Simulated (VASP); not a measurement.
## OsCl3: single point with PBE+U

The system is OsCl3.

```
Os Cl
1.0
     4.92890    0.00000    0.00000
     0.00000    4.92890    0.00000
     0.00000    0.00000    4.92890
Os Cl
1 3
Direct
  0.00000 0.00000 0.00000
  0.50000 0.00000 0.00000
  0.00000 0.00000 0.50000
  0.00000 0.50000 0.00000
```

```json
{
  "Program": "VASP 6.6.1",
  "Task": "single point",
  "Functional": "PBE",
  "Potentials or basis": "VASP PAW PBE potentials, release 64 (Os, Cl)",
  "Cutoff": "520 eV",
  "k mesh": "6 × 6 × 6",
  "Occupations": "gaussian, width 0.05 eV",
  "Spin": "collinear spin",
  "Starting moments": "[2.29, 0.14, 0.14, 0.16] μB",
  "Hubbard terms": "Os d U = 2.0 eV"
}
```

```yaml
Pressure: -1.5 GPa
Net_moment: 3.50 μB per cell
Site_moments: Os +3.13; Cl +0.13 μB
Valence_electrons_inside_the_program's_atomic_spheres: Os 6.75; Cl 5.08
```

Levels at points of the mesh, in eV from the Fermi level:
Spin up:
```
           k point  band 14  band 15  band 16  band 17  band 18  band 19
(0.00, 0.00, 0.00)    -2.72    -2.59    -2.59    -2.59     0.96     4.85
(0.50, 0.00, 0.00)    -2.64    -1.57    -1.57    -1.10     5.30     6.78
(0.00, 0.50, 0.00)    -2.64    -1.57    -1.57    -1.10     5.30     6.78
(0.50, 0.50, 0.00)    -1.57    -1.57    -1.50     2.54     7.04     7.04
(0.50, 0.00, 0.50)    -1.57    -1.57    -1.50     2.54     7.04     7.04
(0.50, 0.50, 0.50)    -1.48    -1.48     2.55     2.55     5.79     5.99
```
Spin down:
| k point | band 8 | band 9 | band 10 | band 11 | band 12 | band 13 | band 14 | band 15 | band 16 | band 17 |
| --- | --- | --- | --- | --- | --- | --- | --- | --- | --- | --- |
| (0.00, 0.00, 0.00) | -2.48 | -2.48 | -2.40 | -2.40 | -2.40 | -1.03 | -1.03 | -1.03 | 0.16 | 0.16 |
| (0.50, 0.00, 0.00) | -3.54 | -3.25 | -2.63 | -2.43 | -2.43 | -1.01 | 0.16 | 0.45 | 0.45 | 1.02 |
| (0.00, 0.50, 0.00) | -3.54 | -3.25 | -2.63 | -2.43 | -2.43 | -1.01 | 0.16 | 0.45 | 0.45 | 1.02 |
| (0.50, 0.50, 0.00) | -3.52 | -3.52 | -2.94 | -2.94 | -1.73 | 0.46 | 0.46 | 0.50 | 0.94 | 4.49 |
| (0.50, 0.00, 0.50) | -3.52 | -3.52 | -2.94 | -2.94 | -1.73 | 0.46 | 0.46 | 0.50 | 0.94 | 4.49 |
| (0.50, 0.50, 0.50) | -4.58 | -4.58 | -1.72 | -1.72 | -1.72 | 0.95 | 0.95 | 0.95 | 4.49 | 4.49 |

Eigenvalues of the final occupation matrices:
| site | spin | trace | eigenvalues |
| --- | --- | --- | --- |
| site 1 d | 1 | 4.49 | 0.80 0.80 0.96 0.96 0.96 |
| site 1 d | 2 | 1.46 | 0.23 0.23 0.33 0.33 0.33 |

Wall time 6.1 min on 1 thread of Oxide Virtual Turin-like Processor, with other jobs on the host, peak memory 0.36 GiB.

Caveat: spin-orbit coupling is left out, which moves the levels of the heavy elements.
